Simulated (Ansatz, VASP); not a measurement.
**TaAs in VASP and in Ansatz**

The input INCAR:

```
SYSTEM = TaAs
ALGO = Normal
EDIFF = 1E-6
ENCUT = 520
GGA = PS
ISIF = 2
ISMEAR = 0
LASPH = .TRUE.
LCHARG = .FALSE.
LREAL = .FALSE.
LWAVE = .FALSE.
NBANDS = 15
NELM = 60
PREC = Accurate
SIGMA = 0.05
```

The input KPOINTS:

```
k-points
0
G
  10 10 10
  0 0 0
```

Contents of POSCAR:

```
TaAs
1.0
    0.0000000000      2.6016369085      2.6016369085
    2.6016369085      0.0000000000      2.6016369085
    2.6016369085      2.6016369085      0.0000000000
Ta As
1 1
Direct
    0.5000000000      0.5000000000      0.5000000000
    0.0153749356     -0.0153749356      0.0153749356
```

Input for Ansatz:

```yaml
crystal:
  lattice:
    - [0.0, 2.6016369085, 2.6016369085]
    - [2.6016369085, 0.0, 2.6016369085]
    - [2.6016369085, 2.6016369085, 0.0]
  atoms:
    - { symbol: Ta, position: [0.5, 0.5, 0.5] }
    - { symbol: As, position: [0.0153749356, -0.0153749356, 0.0153749356] }
basis:
  ecutwfc: 420
  ecutrho_ratio: 4
kpoints:
  mp_grid: { grid: [10, 10, 10] }
hamiltonian:
  xc: pbesol
scf:
  occupations: { method: gaussian, width: 0.05 }
output:
  forces: true
  stress: true
  eigenvalues: true
```

Alike in both runs: task single point; functional PBEsol; k mesh 10 × 10 × 10; occupations gaussian, width 0.05 eV; no spin polarisation.

|  | VASP | Ansatz |
| --- | --- | --- |
| version | VASP 6.6.1 | Ansatz 0.2.0 |
| potentials or method | VASP PAW PBE potentials, release 64 (Ta_pv, As), cutoff 520 eV | scalar-relativistic, plane waves, PAW |
| valence electrons in the cell | 16 | 28 |

VASP gave:

* gap on the k mesh at the Fermi level (eV): none
* pressure (GPa): 1.2
* traceless stress, the component that is largest in VASP (GPa): 1.42
* rms of the force components (eV/Å): 0.372

Which values does Ansatz return?

gap on the k mesh at the Fermi level (eV): none; pressure (GPa): 0.6; traceless stress, the component that is largest in VASP (GPa): 1.41; rms of the force components (eV/Å): 0.367.

VASP's potentials were made for PBE, not for PBEsol. Atom by atom the forces differ by 0.005 eV/Å (rms over components). A gap of «none» marks a metal or a gap that the smearing closes. With one functional, cell and mesh, what is left measures potentials, basis and numerics. VASP's potentials hold 16 valence electrons a cell and Ansatz's 28, so a difference there can come from the potentials and not from the codes.

Spin-orbit coupling is off throughout.
